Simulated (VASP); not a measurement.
# Al (Fm-3m) in VASP: notebook

The runs below take Al through single point, with PBEsol.

Everything below comes from runs of VASP 6.6.1. Logs are shortened: lines on timing, memory, paths and dates and some standing lists are left out, and cuts for length are marked.

**1. The cell of the first run**

Symmetry: Fm-3m, No. 225, cubic system. The conventional cell has a = 3.228 Å, b = 3.228 Å, c = 3.228 Å, α = 90.00°, β = 90.00°, γ = 90.00°. Al (site symmetry m-3m) has 12 Al at 2.28 Å within 3.0 Å.

**2. Single point, PBEsol (volume scaled by 0.52)**

INCAR reads:

```
SYSTEM = Al
  ALGO = Normal
  EDIFF = 1E-6
  ENCUT = 520
  GGA = PS
  ISIF = 2
  ISMEAR = -1
  LASPH = .True.
  LCHARG = .False.
  LREAL = .False.
  LWAVE = .False.
  NBANDS = 8
  NELM = 80
  PREC = Accurate
  SIGMA = 0.1
```

KPOINTS reads:

```
k-points
0
Gamma
  16 16 16
  0 0 0
```

POSCAR reads:

```
Al
1.0
    0.0000000000      1.6141991384      1.6141991384
    1.6141991384      0.0000000000      1.6141991384
    1.6141991384      1.6141991384      0.0000000000
Al
1
Direct
    0.0000000000      0.0000000000      0.0000000000
```

Potentials or basis: VASP PAW PBE potentials, release 64 (Al).

Launch:

```bash
$ cat potpaw_PBE.64/Al/POTCAR > POTCAR
$ mpirun -np 1 vasp_std > vasp.out
```

OUTCAR:

```text
SYSTEM = Al
   EDIFF = 1E-6
   ENCUT = 520
   GGA = PS
   ISIF = 2
   ISMEAR = -1
   LASPH = .True.
   LREAL = .False.
   NELM = 80
   PREC = Accurate

 ion  position               nearest neighbor table
   1  0.000  0.000  0.000-

  LATTYP: Found a face centered cubic cell.
 ALAT       =     3.2283982768

  Lattice vectors:

 A1 = (   0.0000000000,   1.6141991384,   1.6141991384)
 A2 = (   1.6141991384,   0.0000000000,   1.6141991384)
 A3 = (   1.6141991384,   1.6141991384,   0.0000000000)

Analysis of symmetry for initial positions (statically):
=====================================================================
 Subroutine PRICEL returns:
 Original cell was already a primitive cell.

 Routine SETGRP: Setting up the symmetry group for a
 face centered cubic supercell.

 Subroutine GETGRP returns: Found 48 space group operations
 (whereof 48 operations were pure point group operations)
 out of a pool of 48 trial point group operations.

The static configuration has the point symmetry O_h .

Analysis of symmetry for dynamics (positions and initial velocities):
=====================================================================
 Subroutine PRICEL returns:
 Original cell was already a primitive cell.

 Routine SETGRP: Setting up the symmetry group for a
 face centered cubic supercell.

 Subroutine GETGRP returns: Found 48 space group operations
 (whereof 48 operations were pure point group operations)
 out of a pool of 48 trial point group operations.

The dynamic configuration has the point symmetry O_h .

 Subroutine INISYM returns: Found 48 space group operations
 (whereof 48 operations are pure point group operations),
 and found     1 'primitive' translations

----------------------------------------------------------------------------------------

                                     Primitive cell

  volume of cell :       8.4120

  direct lattice vectors                    reciprocal lattice vectors
     0.000000000  1.614199138  1.614199138    -0.309751126  0.309751126  0.309751126
     1.614199138  0.000000000  1.614199138     0.309751126 -0.309751126  0.309751126
     1.614199138  1.614199138  0.000000000     0.309751126  0.309751126 -0.309751126

  length of vectors
     2.282822314  2.282822314  2.282822314     0.536504687  0.536504687  0.536504687

  position of ions in fractional coordinates (direct lattice)
     0.000000000  0.000000000  0.000000000

[... 75 lines left out ...]
   EDIFF  = 0.1E-05   stopping-criterion for ELM
   LREAL  =      F    real-space projection
   EDIFFG = 0.1E-04   stopping-criterion for IOM
   NSW    =      0    number of steps for IOM
   IBRION =     -1    ionic relax: 0-MD 1-quasi-New 2-CG
   NFREE  =      0    steps in history (QN), initial steepest desc. (CG)
   ISIF   =      2    stress and relaxation
   ISYM   =      2    0-nonsym 1-usesym 2-fastsym
   POTIM  = 0.5000    time-step for ionic-motion
   TEBEG  =    0.0;   TEEND  =   0.0 temperature during run
   PSTRESS=    0.0 pullay stress
   NELECT =       3.0000    total number of electrons
   NUPDOWN=      -1.0000    fix difference up-down
   EMIN   =  10.00;   EMAX   =-10.00  energy-range for DOS
   EFERMI =   0.00;   METHOD = LEGACY
   ISMEAR =    -1;   SIGMA  =   0.10  broadening in eV -4-tet -1-fermi 0-gaus
   EFERMI_NEDOS =   21; number of points for ismear=-14 and -15
   IALGO  =     38    algorithm
   IMIX   =      4    mixing-type and parameters
     AMIX     =   0.40;   BMIX     =  1.00
     AMIX_MAG =   1.60;   BMIX_MAG =  1.00
  volume/ion in A,a.u.               =       8.41        56.77
  Fermi-wavevector in a.u.,A,eV,Ry     =   1.160953  2.193884 18.338108  1.347813
  Thomas-Fermi vector in A             =   2.297531
   LORBIT       =      0    0 simple, 1 ext, 2 COOP (PROOUT), +10 PAW based schemes
   GGA     = PS    functional components
   LHFCALC =     F    Hartree Fock is set to
   AEXX    =    0.0000 exact exchange contribution
   IVDW    =     0    specifies the selected vdW correction
   LEPSILON=     F    determine dielectric tensor
   LRPA    =     F    only Hartree local field effects (RPA)
 non-spin polarized calculation
  energy-cutoff  :      520.00
  volume of cell :        8.41
 maximum number of plane-waves:       259
 NGX is ok and might be reduce to    18
   NGX =  9   NGY =  9   NGZ =  9

 number of electron       3.0000000 magnetization

 Free energy of the ion-electron system (eV)
  ---------------------------------------------------
  ext. energy  EPLUGINS =         0.00000000
  ---------------------------------------------------
  free energy    TOTEN  =        -1.12839281 eV

  energy without entropy =       -1.11956584  energy(sigma->0) =       -1.12397933

 E-fermi :  16.8993     XC(G=0): -13.0168

 val. band max:       16.8634019445   @ k =   0.4375   0.4375   0.0000
 cond. band min:      16.9014142621   @ k =   0.4375   0.1875   0.0000
 fundamental gap:      0.0380123176
 Fermi energy:        16.8993481390

 k-point     1 :       0.0000    0.0000    0.0000
  band No.  band energies     occupation
      1       0.5651      2.00000
      2      34.0736      0.00000
      3      34.0736      0.00000
      4      34.0736      0.00000
      5      39.4066      0.00000
      6      42.1644      0.00000
      7      42.1644      0.00000
      8      42.1644      0.00000
[... 243 lines left out ...]
 k-point    24 :      -0.0625    0.0625    0.0000
  band No.  band energies     occupation
      1       1.0054      2.00000
      2      30.4652      0.00000
      3      32.6199      0.00000
      4      34.5102      0.00000
      5      40.9027      0.00000
      6      41.1708      0.00000
      7      41.9051      0.00000
      8      44.5434      0.00000

 [... further k-points ...]

------------------------ aborting loop because EDIFF is reached ----------------------------------------

  FORCE on cell =-STRESS in cart. coord.  units (eV):
  Direction    XX          YY          ZZ          XY          YZ          ZX
  --------------------------------------------------------------------------------------
  -------------------------------------------------------------------------------------
  Total       11.1775043     11.1775043     11.1775043     -0.0000000     -0.0000000     -0.0000000
  in kB     2128.8943051   2128.8943051   2128.8943051     -0.0000000     -0.0000000     -0.0000000
  external PRESSURE =    2128.8943051 kB  Pullay stress =       0.0000000 kB

 VOLUME and BASIS-vectors are now :
 -----------------------------------------------------------------------------
  energy-cutoff  :      520.00
  volume of cell :        8.41
      direct lattice vectors                 reciprocal lattice vectors
     0.000000000  1.614199138  1.614199138    -0.309751126  0.309751126  0.309751126
     1.614199138  0.000000000  1.614199138     0.309751126 -0.309751126  0.309751126
     1.614199138  1.614199138  0.000000000     0.309751126  0.309751126 -0.309751126

 POSITION                                       TOTAL-FORCE (eV/Angst)
 -----------------------------------------------------------------------------------
      0.00000      0.00000      0.00000        -0.000000     -0.000000     -0.000000
 -----------------------------------------------------------------------------------
    total drift:                               -0.000000     -0.000000      0.000000

  FREE ENERGIE OF THE ION-ELECTRON SYSTEM (eV)
  ---------------------------------------------------
  free  energy   TOTEN  =        -1.1283928099 eV

  energy  without entropy=       -1.1195658438  energy(sigma->0) =       -1.12397933
```

OSZICAR:

```text
N       E                     dE             d eps       ncg     rms          rms(c)
DAV:   1     0.833809128589E+00    0.83381E+00   -0.11301E+03  2360   0.222E+02
DAV:   2    -0.125655643320E+01   -0.20904E+01   -0.20466E+01  3640   0.253E+01
DAV:   3    -0.126021661610E+01   -0.36602E-02   -0.36594E-02  2800   0.126E+00
DAV:   4    -0.126021994823E+01   -0.33321E-05   -0.33310E-05  3888   0.312E-02
DAV:   5    -0.126021994952E+01   -0.12891E-08   -0.16855E-08  2880   0.320E-04    0.393E+00
DAV:   6    -0.117721037415E+01    0.83010E-01   -0.27709E-03  2800   0.344E-01    0.204E+00
DAV:   7    -0.112874601121E+01    0.48464E-01   -0.70661E-03  2480   0.521E-01    0.514E-01
DAV:   8    -0.112840654746E+01    0.33946E-03   -0.88571E-05  3992   0.500E-02    0.151E-01
DAV:   9    -0.112839268367E+01    0.13864E-04   -0.50183E-06  2816   0.157E-02    0.186E-03
DAV:  10    -0.112839280990E+01   -0.12624E-06   -0.38336E-08  2808   0.142E-03
   1 F= -.11283928E+01 E0= -.11239793E+01  d E =-.882697E-02
```

Wall time 17 s (1 thread of AMD EPYC 7R13, shared host); peak memory 0.09 GiB.

What came out:

```
Free energy : -1.1284 eV
Pressure    : 212.9 GPa
```

Caveat: the PAW data sets were made with another functional, which shifts forces and pressure a little.

**3. Single point, PBEsol (volume scaled by 0.6)**

INCAR reads:

```
SYSTEM = Al
  PREC = Accurate
  ENCUT = 520
  EDIFF = 1E-6
  ISMEAR = -1
  SIGMA = 0.1
  LREAL = .FALSE.
  LASPH = .TRUE.
  NELM = 80
  ALGO = Normal
  ISIF = 2
  LWAVE = .FALSE.
  LCHARG = .FALSE.
  GGA = PS
  NBANDS = 8
```

KPOINTS reads:

```
regular mesh
0
G
  16 16 16
  0 0 0
```

POSCAR reads:

```
Al
1.0
    0.0000000000      1.6930628490      1.6930628490
    1.6930628490      0.0000000000      1.6930628490
    1.6930628490      1.6930628490      0.0000000000
Al
1
Direct
    0.0000000000      0.0000000000      0.0000000000
```

Potentials or basis: VASP PAW PBE potentials, release 64 (Al).

Launch:

```bash
$ cat potpaw_PBE.64/Al/POTCAR > POTCAR
$ mpirun -np 1 vasp_std > vasp.out
```

Run time: 17 s. Hardware: 1 thread of AMD EPYC 7R13, shared host; peak memory 0.09 GiB.

The run converged. Its results:

| Property | Result |
| --- | --- |
| Free energy | -2.4627 eV |
| Pressure | 125.4 GPa |

Levels at points of the mesh, in eV from the Fermi level:
```
           k point  band 1  band 2  band 3  band 4
(0.00, 0.00, 0.00)  -15.16   16.05   16.05   16.05
(0.50, 0.00, 0.00)   -6.73   -5.13   14.29   14.29
(0.50, 0.50, 0.00)   -4.00   -2.16    5.33    8.94
```

Caveat: the PAW data sets were made with another functional, which shifts forces and pressure a little.

**4. Single point, PBEsol (volume scaled by 0.6)**

INCAR reads:

```
  PREC = Accurate
  ENCUT = 520
  EDIFF = 1E-7
  ISMEAR = -1
  SIGMA = 0.1
  LREAL = False
  LASPH = True
  NELM = 60
  ALGO = Normal
  ISIF = 2
  LWAVE = False
  LCHARG = False
  GGA = PS
  NBANDS = 8
```

KPOINTS reads:

```
Automatic mesh
0
Gamma
  16 16 16
```

POSCAR is that of step 3.

Potentials or basis: VASP PAW PBE potentials, release 64 (Al).

Launch:

```bash
$ cat potpaw_PBE.64/Al/POTCAR > POTCAR
$ mpirun -np 1 vasp_std > vasp.out
```

OUTCAR:

```text
PREC = Accurate
   ENCUT = 520
   EDIFF = 1E-7
   ISMEAR = -1
   LREAL = False
   LASPH = True
   NELM = 60
   ISIF = 2
   GGA = PS

 ion  position               nearest neighbor table
   1  0.000  0.000  0.000-

  LATTYP: Found a face centered cubic cell.
 ALAT       =     3.3861256980

  Lattice vectors:

 A1 = (   0.0000000000,   1.6930628490,   1.6930628490)
 A2 = (   1.6930628490,   0.0000000000,   1.6930628490)
[... 441 lines left out ...]
      6      36.7970      0.00000
      7      37.5035      0.00000
      8      39.1931      0.00000

 [... further k-points ...]

------------------------ aborting loop because EDIFF is reached ----------------------------------------

  FORCE on cell =-STRESS in cart. coord.  units (eV):
  Direction    XX          YY          ZZ          XY          YZ          ZX
  --------------------------------------------------------------------------------------
  -------------------------------------------------------------------------------------
  Total        7.5982332      7.5982332      7.5982332     -0.0000000     -0.0000000      0.0000000
  in kB     1254.2207035   1254.2207035   1254.2207035     -0.0000000     -0.0000000      0.0000000
  external PRESSURE =    1254.2207035 kB  Pullay stress =       0.0000000 kB

 VOLUME and BASIS-vectors are now :
 -----------------------------------------------------------------------------
  energy-cutoff  :      520.00
  volume of cell :        9.71
      direct lattice vectors                 reciprocal lattice vectors
     0.000000000  1.693062849  1.693062849    -0.295322764  0.295322764  0.295322764
     1.693062849  0.000000000  1.693062849     0.295322764 -0.295322764  0.295322764
     1.693062849  1.693062849  0.000000000     0.295322764  0.295322764 -0.295322764

 POSITION                                       TOTAL-FORCE (eV/Angst)
 -----------------------------------------------------------------------------------
      0.00000      0.00000      0.00000         0.000000      0.000000      0.000000
 -----------------------------------------------------------------------------------
    total drift:                               -0.000000     -0.000000     -0.000000

  FREE ENERGIE OF THE ION-ELECTRON SYSTEM (eV)
  ---------------------------------------------------
  free  energy   TOTEN  =        -2.4627316030 eV

  energy  without entropy=       -2.4536826611  energy(sigma->0) =       -2.45820713
```

It took 16 s on 1 thread of AMD EPYC 7R13, shared host; peak memory 0.09 GiB.

Results:

| Property | Result |
| --- | --- |
| Free energy | -2.4627 eV |
| Pressure | 125.4 GPa |

Levels at points of the mesh, in eV from the Fermi level:
| k point | band 1 | band 2 | band 3 | band 4 |
| --- | --- | --- | --- | --- |
| (0.00, 0.00, 0.00) | -15.16 | 16.05 | 16.05 | 16.05 |
| (0.50, 0.00, 0.00) | -6.73 | -5.13 | 14.29 | 14.29 |
| (0.50, 0.50, 0.00) | -4.00 | -2.16 | 5.33 | 8.94 |

Caveat: the PAW data sets were made with another functional, which shifts forces and pressure a little.

**5. Single point, PBEsol (volume scaled by 0.68)**

INCAR reads:

```
PREC     = Accurate       # precision mode
ENCUT    = 520            # plane-wave cutoff, eV
EDIFF    = 1E-6           # SCF threshold, eV
ISMEAR   = -1             # smearing method
SIGMA    = 0.1            # smearing width, eV
LREAL    = F              # projectors in reciprocal space
LASPH    = T              # aspherical terms in the spheres
NELM     = 80             # most SCF steps
ALGO     = Normal         # electronic algorithm
ISIF     = 2              # what is computed and relaxed
LWAVE    = F              # write WAVECAR
LCHARG   = T              # write CHGCAR
GGA      = PS             # functional
LELF     = T              # ELF
LVHAR    = T            
NBANDS   = 8              # bands
```

KPOINTS reads:

```
regular mesh
0
Gamma
  16 16 16
```

POSCAR reads:

```
Al
1.0
    0.0000000000      1.7651934239      1.7651934239
    1.7651934239      0.0000000000      1.7651934239
    1.7651934239      1.7651934239      0.0000000000
Al
1
Direct
    0.0000000000      0.0000000000      0.0000000000
```

Launch:

```bash
$ cat potpaw_PBE.64/Al/POTCAR > POTCAR
$ mpirun -np 1 vasp_std > vasp.out
```

It took 21 s on 1 thread of AMD EPYC 7R13, shared host; peak memory 0.09 GiB.

Results (log left out):

```
Free energy : -3.2493 eV
Pressure    : 73.6 GPa
```

Levels at points of the mesh, in eV from the Fermi level:
```csv
k point,band 1,band 2,band 3,band 4,band 5,band 6
"(0.00, 0.00, 0.00)",-14.17,15.12,15.12,15.12,19.82,20.25
"(0.50, 0.00, 0.00)",-6.25,-4.97,13.53,13.53,16.60,16.60
"(0.50, 0.50, 0.00)",-3.82,-1.96,5.31,7.95,7.95,14.17
```

Caveat: the PAW data sets were made with another functional, which shifts forces and pressure a little.

**6. Summary**

| cell | gap on the mesh (eV) | pressure (GPa) |
| --- | --- | --- |
| a = 2.283 Å, angles 60.0°, 1 atom | none | 212.9 |
| a = 2.394 Å, angles 60.0°, 1 atom | none | 125.4 |
| a = 2.496 Å, angles 60.0°, 1 atom | none | 73.6 |

Alike in all rows: task single point; level PBEsol; potentials or basis VASP PAW PBE potentials, release 64 (Al); no spin polarisation; k mesh 16 × 16 × 16; cutoff (eV) 520; smearing fermi-dirac 0.1 eV.

Caveats: the PAW data sets were made with another functional, which shifts forces and pressure a little.

Absolute energies hang on the potentials; compare differences alone.
